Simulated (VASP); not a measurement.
Crystal: Bi2Te3.

```
Bi Te
1.0
     2.19300    1.26613   10.16567
    -2.19300    1.26613   10.16567
     0.00000   -2.53226   10.16567
Bi Te
2 3
Direct
  0.60000 0.60000 0.60000
  0.40000 0.40000 0.40000
  0.79050 0.79050 0.79050
  0.20950 0.20950 0.20950
  0.00000 0.00000 0.00000
```

Base run:

| Item | Value |
| --- | --- |
| Program | VASP 6.6.1 |
| Functional | BLYP |
| Potentials or basis | VASP PAW PBE potentials, release 64 (Bi_d, Te) |
| Cutoff | 520 eV |
| k mesh | 7 × 7 × 7 |
| Occupations | fermi-dirac, width 0.05 eV |
| Spin | no spin polarisation |

Its results: band gap on the k mesh 0.31 eV; pressure 5.6 GPa; largest force 0.073 eV/Å.

The run is repeated on the same cell with these changes: functional from BLYP to LDA; potentials or basis from VASP PAW PBE potentials, release 64 (Bi_d, Te) to VASP PAW LDA potentials, release 64 (Bi_d, Te). What comes out?

Band gap on the k mesh 0.20 eV; pressure -1.7 GPa; largest force 0.154 eV/Å.

Caveats: spin-orbit coupling is left out, which moves the levels of the heavy elements; the cell stands under pressure (at least some runs); the PAW data sets were made with another functional, which shifts forces and pressure a little (at least some runs).

A k mesh can miss the band edges.
